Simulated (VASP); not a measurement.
# BAs (I4/mcm) in VASP: relaxation of cell and atoms with PBE

Aim: the relaxation of cell and atoms of BAs with PBE.

Program: VASP 6.6.1. These are calculated values, not measurements. Logs are shortened: lines on timing, memory, paths and dates and some standing lists are left out, and cuts for length are marked.

### 1 The cell of the first run

The structure is tetragonal, space group I4/mcm (No. 140). Conventional cell: a = 6.379 Å, b = 6.379 Å, c = 5.571 Å, α = 90.00°, β = 90.00°, γ = 90.00°. B (site symmetry -42m) has 4 As at 2.13 Å and 2 B at 2.79 Å within 2.8 Å. B (site symmetry 422) has 8 As at 2.73 Å and 6 B at 2.79 to 3.19 Å within 3.6 Å. Within 2.8 Å of As (site symmetry m2m) lie 6 B at 2.13 to 2.73 Å.

### 2 Relaxation of cell and atoms, PBE

File INCAR:

```
SYSTEM = BAs
PREC = Accurate
ENCUT = 600
EDIFF = 1E-6
ISMEAR = 0
SIGMA = 0.1
LREAL = .FALSE.
LASPH = .TRUE.
NELM = 80
ALGO = Normal
ISIF = 3
LWAVE = .FALSE.
LCHARG = .FALSE.
GGA = PE
IBRION = 2
NSW = 100
EDIFFG = -0.01
```

File KPOINTS:

```
Automatic mesh
0
G
  10 10 10
  0 0 0
```

File POSCAR:

```
BAs
1.0
   -3.1895333195      3.1895333195      2.7856186197
    3.1895333195     -3.1895333195      2.7856186197
    3.1895333195      3.1895333195     -2.7856186197
B As
4 4
Direct
    0.7500000000      0.2500000000      0.5000000000
    0.2500000000      0.7500000000      0.5000000000
    0.2500000000      0.2500000000      0.0000000000
    0.7500000000      0.7500000000      0.0000000000
    0.6790000000      0.1790000000      0.8580000000
    0.1790000000      0.3210000000      0.5000000000
    0.3210000000      0.8210000000      0.1420000000
    0.8210000000      0.6790000000      0.5000000000
```

Potentials or basis: VASP PAW PBE potentials, release 64 (B, As).

The run is started by

```bash
cat potpaw_PBE.64/B/POTCAR potpaw_PBE.64/As/POTCAR > POTCAR
mpirun -np 1 vasp_std > vasp.out
```

OUTCAR:

```text
SYSTEM = BAs
   PREC = Accurate
   ENCUT = 600
   EDIFF = 1E-6
   ISMEAR = 0
   LREAL = .FALSE.
   LASPH = .TRUE.
   NELM = 80
   ISIF = 3
   GGA = PE
   IBRION = 2
   NSW = 100
   EDIFFG = -0.01

 ion  position               nearest neighbor table
   1  0.750  0.250  0.500-   5 2.13   7 2.13   6 2.13   8 2.13
   2  0.250  0.750  0.500-   7 2.13   5 2.13   6 2.13   8 2.13
   3  0.250  0.250  0.000-
   4  0.750  0.750  0.000-
   5  0.679  0.179  0.858-   1 2.13   2 2.13
   6  0.179  0.321  0.500-   1 2.13   2 2.13
   7  0.321  0.821  0.142-   2 2.13   1 2.13
   8  0.821  0.679  0.500-   1 2.13   2 2.13

  LATTYP: Found a body centered tetragonal cell.
 ALAT       =     6.3790666390
 C/A-ratio  =     0.8733624454

  Lattice vectors:

 A1 = (  -3.1895333195,   3.1895333195,   2.7856186197)
 A2 = (   3.1895333195,  -3.1895333195,   2.7856186197)
 A3 = (   3.1895333195,   3.1895333195,  -2.7856186197)

Analysis of symmetry for initial positions (statically):
=====================================================================
 Subroutine PRICEL returns:
 Original cell was already a primitive cell.

 Routine SETGRP: Setting up the symmetry group for a
 body centered tetragonal supercell.

 Subroutine GETGRP returns: Found 16 space group operations
 (whereof  8 operations were pure point group operations)
 out of a pool of 16 trial point group operations.

The static configuration has the point symmetry C_4h.
 The point group associated with its full space group is D_4h.

Analysis of symmetry for dynamics (positions and initial velocities):
=====================================================================
 Subroutine PRICEL returns:
 Original cell was already a primitive cell.

 Routine SETGRP: Setting up the symmetry group for a
 body centered tetragonal supercell.

 Subroutine GETGRP returns: Found 16 space group operations
 (whereof  8 operations were pure point group operations)
 out of a pool of 16 trial point group operations.

The dynamic configuration has the point symmetry C_4h.
 The point group associated with its full space group is D_4h.

 Subroutine INISYM returns: Found 16 space group operations
 (whereof  8 operations are pure point group operations),
 and found     1 'primitive' translations

[... 126 lines left out ...]
     AMIX_MAG =   1.60;   BMIX_MAG =  1.00
  volume/ion in A,a.u.               =      14.17        95.62
  Fermi-wavevector in a.u.,A,eV,Ry     =   1.073939  2.029450 15.692204  1.153344
  Thomas-Fermi vector in A             =   2.209753
   LORBIT       =      0    0 simple, 1 ext, 2 COOP (PROOUT), +10 PAW based schemes
   GGA     = PE    functional components
   LHFCALC =     F    Hartree Fock is set to
   AEXX    =    0.0000 exact exchange contribution
   IVDW    =     0    specifies the selected vdW correction
   LEPSILON=     F    determine dielectric tensor
   LRPA    =     F    only Hartree local field effects (RPA)
 conjugate gradient relaxation of ions
 non-spin polarized calculation
 Gauss-broadening in eV      SIGMA  =   0.10
  energy-cutoff  :      600.00
  volume of cell :      113.35
 maximum number of plane-waves:      3811
   NGX = 21   NGY = 21   NGZ = 21

--------------------------------------- Ionic step        1  -------------------------------------------

 number of electron      31.9999998 magnetization

 Free energy of the ion-electron system (eV)
  ---------------------------------------------------
  ext. energy  EPLUGINS =         0.00000000
  ---------------------------------------------------
  free energy    TOTEN  =       -35.73374084 eV

  energy without entropy =      -35.71656249  energy(sigma->0) =      -35.72515166

------------------------ aborting loop because EDIFF is reached ----------------------------------------

  FORCE on cell =-STRESS in cart. coord.  units (eV):
  Direction    XX          YY          ZZ          XY          YZ          ZX
  --------------------------------------------------------------------------------------
  -------------------------------------------------------------------------------------
  Total       -2.1700766     -2.1700766     -1.4536019      0.0000000      0.0000000      0.0000000
  in kB      -30.6725377    -30.6725377    -20.5456610      0.0000000      0.0000000      0.0000000
  external PRESSURE =     -27.2969121 kB  Pullay stress =       0.0000000 kB
[... 107 lines left out ...]
  FREE ENERGIE OF THE ION-ELECTRON SYSTEM (eV)
  ---------------------------------------------------
  free  energy   TOTEN  =       -35.7831608425 eV

  energy  without entropy=      -35.7659034559  energy(sigma->0) =      -35.77453215

[... ionic steps 4 to 13 ...]

--------------------------------------- Ionic step       14  -------------------------------------------

 number of electron      32.0000000 magnetization

------------------------ aborting loop because EDIFF is reached ----------------------------------------
[... 79 lines left out ...]
--------------------------------------- Ionic step       16  -------------------------------------------

 number of electron      32.0000000 magnetization

 Free energy of the ion-electron system (eV)
  ---------------------------------------------------
  ext. energy  EPLUGINS =         0.00000000
  ---------------------------------------------------
  free energy    TOTEN  =       -35.93517754 eV

  energy without entropy =      -35.91918544  energy(sigma->0) =      -35.92718149

 E-fermi :   5.9812     XC(G=0): -10.8991

 val. band max:        5.9767239737   @ k =  -0.3000   0.5000   0.3000
 cond. band min:       5.9890861931   @ k =   0.4000   0.1000   0.0000
 fundamental gap:      0.0123622194
 Fermi energy:         5.9812010398

 k-point     1 :       0.0000    0.0000    0.0000
  band No.  band energies     occupation
      1      -9.0446      2.00000
      2      -4.9302      2.00000
      3      -3.8864      2.00000
      4      -3.8864      2.00000
      5      -1.0624      2.00000
      6      -0.9598      2.00000
[... 565 lines left out ...]
     20       7.8106      0.00000
     21       8.3812      0.00000

 [... further k-points ...]

------------------------ aborting loop because EDIFF is reached ----------------------------------------

  FORCE on cell =-STRESS in cart. coord.  units (eV):
  Direction    XX          YY          ZZ          XY          YZ          ZX
  --------------------------------------------------------------------------------------
  -------------------------------------------------------------------------------------
  Total       -0.0083660     -0.0083660     -0.0039850      0.0000000      0.0000000      0.0000000
  in kB       -0.1209978     -0.1209978     -0.0576355      0.0000000      0.0000000      0.0000000
  external PRESSURE =      -0.0998770 kB  Pullay stress =       0.0000000 kB
[... 23 lines left out ...]
  FREE ENERGIE OF THE ION-ELECTRON SYSTEM (eV)
  ---------------------------------------------------
  free  energy   TOTEN  =       -35.9351775374 eV

  energy  without entropy=      -35.9191854367  energy(sigma->0) =      -35.92718149

 reached required accuracy - stopping structural energy minimisation
```

It took 20 min on 1 thread of AMD EPYC 9R45 (Zen 5), shared host; peak memory 0.41 GiB.

Results:

```
Free energy                            : -35.9352 eV
Relaxed volume                         : 13.85 Å³/atom
Relaxed cell                           : a = 5.243 Å, b = 5.243 Å, c = 5.243 Å, α = 108.23°, β = 108.23°, γ = 111.97°
Space group after relaxing (to 0.05 Å) : I4/mcm (No. 140)
Energy gained by relaxing              : 25.2 meV/atom
Ionic steps                            : 16
Pressure after relaxing                : 0.0 GPa
Largest force after relaxing           : 0.006 eV/Å
Band gap on the k mesh                 : zero (band 16 reaches 6.50 eV, above the bottom of band 17 at 5.35 eV)
```

Forces in eV/Å, atoms in the order of the input:
```
B    0.000  0.000  0.000
B    0.000  0.000  0.000
B    0.000  0.000  0.000
B    0.000  0.000  0.000
As  -0.004 -0.004  0.000
As   0.004 -0.004  0.000
As   0.004  0.004  0.000
As  -0.004  0.004  0.000
```

The path:
| step | energy change (eV) | largest force (eV/Å) | pressure (GPa) | volume (Å³) |
| --- | --- | --- | --- | --- |
| 1 | 0.0000 | 0.4918 | -2.73 | 113.35 |
| 2 | -0.0474 | 0.0863 | 1.65 | 109.44 |
| 3 | -0.0494 | 0.1587 | 0.87 | 110.08 |
| 4 | -0.0815 | 0.1079 | 1.00 | 110.31 |
| 5 | -0.1440 | 0.0762 | 1.30 | 110.72 |
| 6 | -0.1380 | 0.5991 | 2.21 | 111.41 |
| 7 | -0.1679 | 0.3020 | 1.64 | 111.06 |
| 8 | -0.1857 | 0.2247 | 0.26 | 112.36 |
| 9 | -0.1866 | 0.2027 | -0.14 | 112.76 |
| 10 | -0.1906 | 0.1592 | -0.22 | 112.57 |
| 11 | -0.1977 | 0.0323 | -0.45 | 112.02 |
| 12 | -0.1985 | 0.0250 | -0.54 | 111.76 |
| 13 | -0.2007 | 0.0070 | 0.10 | 110.84 |
| 14 | -0.2008 | 0.0110 | 0.17 | 110.74 |
| 15 | -0.2014 | 0.0012 | 0.04 | 110.77 |
| 16 | -0.2014 | 0.0060 | -0.01 | 110.78 |

Final structure:
```
B As
1.0
    -3.07298    3.07298    2.93271
     3.07298   -3.07298    2.93271
     3.07298    3.07298   -2.93271
B As
4 4
Cartesian
  0.0000 3.0730 1.4664
  3.0730 0.0000 1.4664
  0.0000 0.0000 1.4664
  0.0000 0.0000 4.3991
  1.0682 4.1412 0.0000
  2.0047 1.0682 0.0000
  2.0047 -1.0682 2.9327
  1.0682 2.0047 2.9327
```
